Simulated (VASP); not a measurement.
# Li (P6_3/mmc) in VASP: notebook

Runs on Li. Level: PBE. Tasks: single point, relaxation of cell and atoms.

Program: VASP 6.6.1. These are calculated values, not measurements. Logs are shortened: lines on timing, memory, paths and dates and some standing lists are left out, and cuts for length are marked.

### Step 1. The cell of the first run

The structure is hexagonal, space group P6_3/mmc (No. 194). Conventional cell: a = 3.053 Å, b = 3.053 Å, c = 5.003 Å, α = 90.00°, β = 90.00°, γ = 120.00°. Within 4.0 Å of Li (site symmetry -6m2) lie 12 Li at 3.05 to 3.06 Å.

### Step 2. Single point, PBE

File INCAR:

```
SYSTEM = Li
  ALGO = Normal
  EDIFF = 1E-6
  ENCUT = 520
  GGA = PE
  ISIF = 2
  ISMEAR = 0
  LASPH = .TRUE.
  LCHARG = .TRUE.
  LELF = .TRUE.
  LREAL = .FALSE.
  LVHAR = .TRUE.
  LWAVE = .FALSE.
  NBANDS = 10
  NELM = 100
  PREC = Accurate
  SIGMA = 0.05
```

File KPOINTS:

```
k-points
0
G
  16 16 8
  0 0 0
```

File POSCAR:

```
Li
1.0
    3.0527829536      0.0000000000      0.0000000000
   -1.5263914768      2.6437875900      0.0000000000
    0.0000000000      0.0000000000      5.0029330079
Li
2
Direct
    0.3333333333      0.6666666667      0.7500000000
    0.6666666667      0.3333333333      0.2500000000
```

Potentials or basis: VASP PAW PBE potentials, release 64 (Li_sv).

Run with:

```console
> cat potpaw_PBE.64/Li_sv/POTCAR > POTCAR
> mpirun -np 1 vasp_std > vasp.out
```

OUTCAR:

```text
SYSTEM = Li
   EDIFF = 1E-6
   ENCUT = 520
   GGA = PE
   ISIF = 2
   ISMEAR = 0
   LASPH = .TRUE.
   LREAL = .FALSE.
   NELM = 100
   PREC = Accurate

 ion  position               nearest neighbor table
   1  0.333  0.667  0.750-
   2  0.667  0.333  0.250-

  LATTYP: Found a hexagonal cell.
 ALAT       =     3.0527829536
 C/A-ratio  =     1.6388105817

  Lattice vectors:

 A1 = (   3.0527829536,   0.0000000000,   0.0000000000)
 A2 = (  -1.5263914768,   2.6437875900,   0.0000000000)
 A3 = (   0.0000000000,   0.0000000000,   5.0029330079)

Analysis of symmetry for initial positions (statically):
=====================================================================
 Subroutine PRICEL returns:
 Original cell was already a primitive cell.

 Routine SETGRP: Setting up the symmetry group for a
 hexagonal supercell.

 Subroutine GETGRP returns: Found 24 space group operations
 (whereof 12 operations were pure point group operations)
 out of a pool of 24 trial point group operations.

The static configuration has the point symmetry D_3d.
 The point group associated with its full space group is D_6h.

Analysis of symmetry for dynamics (positions and initial velocities):
=====================================================================
 Subroutine PRICEL returns:
 Original cell was already a primitive cell.

 Routine SETGRP: Setting up the symmetry group for a
 hexagonal supercell.

 Subroutine GETGRP returns: Found 24 space group operations
 (whereof 12 operations were pure point group operations)
 out of a pool of 24 trial point group operations.

The dynamic configuration has the point symmetry D_3d.
 The point group associated with its full space group is D_6h.

 Subroutine INISYM returns: Found 24 space group operations
 (whereof 12 operations are pure point group operations),
 and found     1 'primitive' translations

----------------------------------------------------------------------------------------

                                     Primitive cell

  volume of cell :      40.3782

  direct lattice vectors                    reciprocal lattice vectors
     3.052782954  0.000000000  0.000000000     0.327569963  0.189122606  0.000000000
    -1.526391477  2.643787590  0.000000000     0.000000000  0.378245213  0.000000000
     0.000000000  0.000000000  5.002933008     0.000000000  0.000000000  0.199882748

  length of vectors
     3.052782954  3.052782954  5.002933008     0.378245213  0.378245213  0.199882748

  position of ions in fractional coordinates (direct lattice)
     0.333333333  0.666666667  0.750000000
     0.666666667  0.333333333  0.250000000

  ion indices of the primitive-cell ions
   primitive index   ion index
                 1           1
                 2           2

----------------------------------------------------------------------------------------

 KPOINTS: k-points

Automatic generation of k-mesh.
 Grid dimensions read from file:
 generate k-points for:   16   16    8

 Generating k-lattice:

  Cartesian coordinates                     Fractional coordinates (reciprocal lattice)
     0.020473123  0.011820163  0.000000000     0.062500000  0.000000000  0.000000000
     0.000000000  0.023640326  0.000000000     0.000000000  0.062500000  0.000000000
     0.000000000  0.000000000  0.024985344     0.000000000  0.000000000  0.125000000

  Length of vectors
     0.023640326  0.023640326  0.024985344

  Shift w.r.t. Gamma in fractional coordinates (k-lattice)
     0.000000000  0.000000000  0.000000000

 Subroutine IBZKPT returns following result:
 ===========================================

 Found    150 irreducible k-points:

 Following reciprocal coordinates:
            Coordinates               Weight
  0.000000  0.000000  0.000000      1.000000
  0.062500  0.000000  0.000000      6.000000
  0.125000  0.000000  0.000000      6.000000
  0.187500  0.000000  0.000000      6.000000
  0.250000  0.000000  0.000000      6.000000
  0.312500  0.000000  0.000000      6.000000
[... 16 lines left out ...]
  0.187500  0.187500  0.000000      6.000000
  0.250000  0.187500  0.000000     12.000000
 [... further k-points ...]
   k-points           NKPTS =    150   k-points in BZ     NKDIM =    150   number of bands    NBANDS=     10
   number of dos      NEDOS =    301   number of ions     NIONS =      2
   total plane-waves  NPLWV =  23040
   dimension x,y,z NGX =    24 NGY =   24 NGZ =   40
   dimension x,y,z NGXF=    48 NGYF=   48 NGZF=   80
   ions per type =               2
   NGX,Y,Z   is equivalent  to a cutoff of  13.07, 13.07, 13.29 a.u.
   NGXF,Y,Z  is equivalent  to a cutoff of  26.14, 26.14, 26.58 a.u.
 SYSTEM =  Li
   PREC   = accura    normal or accurate (medium, high low for compatibility)
   ISTART =      0    job   : 0-new  1-cont  2-samecut
   ICHARG =      2    charge: 1-file 2-atom 10-const
   ISPIN  =      1    spin polarized calculation?
   LNONCOLLINEAR =      F non collinear calculations
   LSORBIT =      F    spin-orbit coupling
   LASPH  =      T    aspherical Exc in radial PAW
   ENCUT  =  520.0 eV  38.22 Ry    6.18 a.u.   5.68  5.68  9.30*2*pi/ulx,y,z
   NELM   =    100;   NELMIN=  2; NELMDL= -5     # of ELM steps
   EDIFF  = 0.1E-05   stopping-criterion for ELM
   LREAL  =      F    real-space projection
   EDIFFG = 0.1E-04   stopping-criterion for IOM
   NSW    =      0    number of steps for IOM
   IBRION =     -1    ionic relax: 0-MD 1-quasi-New 2-CG
   NFREE  =      0    steps in history (QN), initial steepest desc. (CG)
   ISIF   =      2    stress and relaxation
   ISYM   =      2    0-nonsym 1-usesym 2-fastsym
   POTIM  = 0.5000    time-step for ionic-motion
   TEBEG  =    0.0;   TEEND  =   0.0 temperature during run
   PSTRESS=    0.0 pullay stress
   NELECT =       6.0000    total number of electrons
   NUPDOWN=      -1.0000    fix difference up-down
   EMIN   =  10.00;   EMAX   =-10.00  energy-range for DOS
   EFERMI =   0.00;   METHOD = LEGACY
   ISMEAR =     0;   SIGMA  =   0.05  broadening in eV -4-tet -1-fermi 0-gaus
   EFERMI_NEDOS =   21; number of points for ismear=-14 and -15
   IALGO  =     38    algorithm
   IMIX   =      4    mixing-type and parameters
     AMIX     =   0.40;   BMIX     =  1.00
     AMIX_MAG =   1.60;   BMIX_MAG =  1.00
  volume/ion in A,a.u.               =      20.19       136.24
  Fermi-wavevector in a.u.,A,eV,Ry     =   0.867114  1.638608 10.230039  0.751887
  Thomas-Fermi vector in A             =   1.985601
   LORBIT       =      0    0 simple, 1 ext, 2 COOP (PROOUT), +10 PAW based schemes
   GGA     = PE    functional components
   LHFCALC =     F    Hartree Fock is set to
   AEXX    =    0.0000 exact exchange contribution
   IVDW    =     0    specifies the selected vdW correction
   LEPSILON=     F    determine dielectric tensor
   LRPA    =     F    only Hartree local field effects (RPA)
 non-spin polarized calculation
 Gauss-broadening in eV      SIGMA  =   0.05
  energy-cutoff  :      520.00
  volume of cell :       40.38
 maximum number of plane-waves:      1105
 NGX is ok and might be reduce to    24
   NGX = 11   NGY = 11   NGZ = 19

 number of electron       6.0000002 magnetization

 Free energy of the ion-electron system (eV)
  ---------------------------------------------------
  ext. energy  EPLUGINS =         0.00000000
  ---------------------------------------------------
  free energy    TOTEN  =        -3.81424748 eV

  energy without entropy =       -3.81345346  energy(sigma->0) =       -3.81385047

 E-fermi :   0.6251     XC(G=0):  -7.0539

 val. band max:        0.6158374810   @ k =   0.5000   0.0000   0.1250
 cond. band min:       0.6813918906   @ k =   0.0625   0.0000   0.0000
 fundamental gap:      0.0655544096
 Fermi energy:         0.6250725527

 k-point     1 :       0.0000    0.0000    0.0000
  band No.  band energies     occupation
      1     -45.8849      2.00000
      2     -45.8669      2.00000
      3      -2.9298      2.00000
      4       0.5989      1.54022
      5       3.5440      0.00000
      6      13.1658      0.00000
      7      13.1658      0.00000
      8      14.5616      0.00000
      9      14.5617      0.00000
     10      15.0874      0.00000

 k-point     2 :       0.0625    0.0000    0.0000
  band No.  band energies     occupation
      1     -45.8843      2.00000
      2     -45.8666      2.00000
      3      -2.8674      2.00000
      4       0.6814      0.11117
      5       3.5679      0.00000
      6      12.4603      0.00000
      7      12.6701      0.00000
      8      14.5444      0.00000
      9      14.8790      0.00000
     10      15.0274      0.00000

 k-point     3 :       0.1250    0.0000    0.0000
  band No.  band energies     occupation
      1     -45.8825      2.00000
      2     -45.8657      2.00000
      3      -2.6801      2.00000
      4       0.9286      0.00000
      5       3.6358      0.00000
      6      10.9884      0.00000
      7      11.8409      0.00000
      8      14.4687      0.00000
      9      14.7160      0.00000
     10      15.0444      0.00000

 k-point     4 :       0.1875    0.0000    0.0000
  band No.  band energies     occupation
      1     -45.8798      2.00000
      2     -45.8645      2.00000
      3      -2.3680      2.00000
      4       1.3400      0.00000
      5       3.7278      0.00000
      6       9.3973      0.00000
      7      11.0486      0.00000
      8      13.7664      0.00000
      9      13.8672      0.00000
     10      14.5929      0.00000
[... 222 lines left out ...]
 k-point    22 :       0.4375    0.1250    0.0000
  band No.  band energies     occupation
      1     -45.8657      2.00000
      2     -45.8608      2.00000
      3       0.7908      0.00000
      4       1.8708      0.00000
      5       5.5700      0.00000
      6       6.4152      0.00000
      7       6.6963      0.00000
      8       6.8930      0.00000
      9      10.3622      0.00000
     10      12.6373      0.00000

 k-point    23 :       0.1875    0.1875    0.0000
  band No.  band energies     occupation
      1     -45.8722      2.00000
      2     -45.8616      2.00000
      3      -1.2391      2.00000
      4       2.8131      0.00000
      5       3.9446      0.00000
      6       6.5460      0.00000
      7       8.2007      0.00000
      8      11.2572      0.00000
      9      12.3397      0.00000
     10      12.7503      0.00000

 k-point    24 :       0.2500    0.1875    0.0000
  band No.  band energies     occupation
      1     -45.8692      2.00000
      2     -45.8609      2.00000
      3      -0.6127      2.00000
      4       3.6228      0.00000
      5       3.8272      0.00000
      6       5.5550      0.00000
      7       7.6104      0.00000
      8       9.9769      0.00000
      9      11.6305      0.00000
     10      12.0702      0.00000

 [... further k-points ...]
[... 5 lines left out ...]
  --------------------------------------------------------------------------------------
  -------------------------------------------------------------------------------------
  Total       -0.0104880     -0.0104880     -0.0119826      0.0000000     -0.0000000      0.0000000
  in kB       -0.4161554     -0.4161554     -0.4754622      0.0000000     -0.0000000      0.0000000
  external PRESSURE =      -0.4359244 kB  Pullay stress =       0.0000000 kB

 VOLUME and BASIS-vectors are now :
 -----------------------------------------------------------------------------
  energy-cutoff  :      520.00
  volume of cell :       40.38
      direct lattice vectors                 reciprocal lattice vectors
     3.052782954  0.000000000  0.000000000     0.327569963  0.189122606  0.000000000
    -1.526391477  2.643787590  0.000000000     0.000000000  0.378245213  0.000000000
     0.000000000  0.000000000  5.002933008     0.000000000  0.000000000  0.199882748

 POSITION                                       TOTAL-FORCE (eV/Angst)
 -----------------------------------------------------------------------------------
     -0.00000      1.76253      3.75220        -0.000000     -0.000000      0.000000
      1.52639      0.88126      1.25073         0.000000      0.000000     -0.000000
 -----------------------------------------------------------------------------------
    total drift:                               -0.000000      0.000000      0.000000

  FREE ENERGIE OF THE ION-ELECTRON SYSTEM (eV)
  ---------------------------------------------------
  free  energy   TOTEN  =        -3.8142474759 eV

  energy  without entropy=       -3.8134534633  energy(sigma->0) =       -3.81385047
```

Wall time 44 s (1 thread of Intel Xeon Platinum 8488C (Sapphire Rapids), shared host); peak memory 0.18 GiB.

What came out:

- Free energy: -3.8142 eV
- Band gap on the k mesh: zero (band 3 reaches 2.56 eV, above the bottom of band 4 at -1.82 eV)

Caveat: the cutoff is under 1.25 times the usual one of these potentials, so pressure, stress and relaxed cells hold a basis-set (Pulay) error.

### Step 3. Relaxation of cell and atoms, PBE

This run uses another cell than the first one, of 21.25 Å³/atom, 1.053 times its volume.

File INCAR:

```
SYSTEM = Li
PREC = Accurate
ENCUT = 600
EDIFF = 1E-7
ISMEAR = 0
SIGMA = 0.05
LREAL = .FALSE.
LASPH = .TRUE.
NELM = 100
ALGO = Normal
ISIF = 3
LWAVE = .FALSE.
LCHARG = .FALSE.
GGA = PE
IBRION = 2
NSW = 80
EDIFFG = -0.01
```

File KPOINTS:

```
Automatic mesh
0
G
  16 16 8
  0 0 0
```

File POSCAR:

```
Li
1.0
    3.1090219029      0.0000000000      0.0000000000
   -1.5545109515      2.6924919489      0.0000000000
    0.0000000000      0.0000000000      5.0780691081
Li
2
Direct
    0.3333333333      0.6666666667      0.7500000000
    0.6666666667      0.3333333333      0.2500000000
```

Potentials or basis: VASP PAW PBE potentials, release 64 (Li_sv).

Run with:

```console
> cat potpaw_PBE.64/Li_sv/POTCAR > POTCAR
> mpirun -np 1 vasp_std > vasp.out
```

Wall time 2.6 min (1 thread of Intel Xeon Platinum 8488C (Sapphire Rapids), shared host); peak memory 0.19 GiB.

The run converged. Its results:

```
Free energy                            : -3.8161 eV
Relaxed volume                         : 20.06 Å³/atom
Relaxed cell                           : a = 3.047 Å, b = 3.047 Å, c = 4.991 Å, α = 90.00°, β = 90.00°, γ = 120.00°
Space group after relaxing (to 0.05 Å) : P6_3/mmc (No. 194)
Energy gained by relaxing              : 3.0 meV/atom
Ionic steps                            : 3
Pressure after relaxing                : 0.0 GPa
Band gap on the k mesh                 : zero (band 3 reaches 2.58 eV, above the bottom of band 4 at -1.81 eV)
```

The path:
```
step  energy change (eV)  largest force (eV/Å)  pressure (GPa)  volume (Å³)
   1              0.0000                0.0000           -0.74        42.51
   2             -0.0025                0.0000           -0.58        41.90
   3             -0.0061                0.0000           -0.04        40.13
```

Final structure:
```
Li
1.0
     3.04683    0.00000    0.00000
    -1.52342    2.63863    0.00000
     0.00000    0.00000    4.99139
Li
2
Direct
  0.33333 0.66667 0.75000
  0.66667 0.33333 0.25000
```

Levels at points of the mesh, in eV from the Fermi level:
```csv
k point,band 1,band 2,band 3,band 4,band 5,band 6,band 7
"(0.00, 0.00, 0.00)",-46.50,-46.48,-3.56,-0.03,2.94,12.59,12.59
"(0.50, 0.00, 0.00)",-46.48,-46.47,-0.07,1.07,4.72,5.88,6.29
"(0.00, 0.00, 0.50)",-46.49,-46.49,-2.45,-2.45,7.99,7.99,13.51
"(0.50, 0.00, 0.50)",-46.47,-46.47,0.70,0.70,3.55,3.55,9.92
```

Caveat: the cutoff is under 1.25 times the usual one of these potentials, so pressure, stress and relaxed cells hold a basis-set (Pulay) error.

### Step 4. Single point, PBE

File INCAR:

```
PREC = Accurate
ENCUT = 520
EDIFF = 1E-6
ISMEAR = 0
SIGMA = 0.05
LREAL = False
LASPH = True
NELM = 100
ALGO = Normal
ISIF = 2
LWAVE = False
LCHARG = False
GGA = PE
NBANDS = 10
```

File KPOINTS:

```
regular mesh
0
Gamma
  16 16 8
```

File POSCAR:

```
Li
1.0
    3.0527829536      0.0000000000      0.0000000000
   -1.5263914768      2.6437875900      0.0000000000
    0.0000000000      0.0000000000      5.0029330079
Li
2
Direct
    0.3333333333      0.6666666667      0.7500000000
    0.6666666667      0.3333333333      0.2500000000
```

Run with:

```console
> cat potpaw_PBE.64/Li_sv/POTCAR > POTCAR
> mpirun -np 1 vasp_std > vasp.out
```

It took 44 s on 1 thread of Intel Xeon Platinum 8488C (Sapphire Rapids), shared host; peak memory 0.17 GiB.

Results (log left out):

```
Free energy            : -3.8142 eV
Band gap on the k mesh : zero (band 3 reaches 2.56 eV, above the bottom of band 4 at -1.82 eV)
```

Levels at points of the mesh, in eV from the Fermi level:
```tsv
k point	band 1	band 2	band 3	band 4	band 5	band 6	band 7
(0.00, 0.00, 0.00)	-46.51	-46.49	-3.55	-0.03	2.92	12.54	12.54
(0.50, 0.00, 0.00)	-46.49	-46.49	-0.07	1.06	4.70	5.85	6.26
(0.00, 0.00, 0.50)	-46.50	-46.50	-2.44	-2.44	7.95	7.95	13.45
(0.50, 0.00, 0.50)	-46.49	-46.49	0.70	0.70	3.53	3.53	9.88
```

Caveat: the cutoff is under 1.25 times the usual one of these potentials, so pressure, stress and relaxed cells hold a basis-set (Pulay) error.
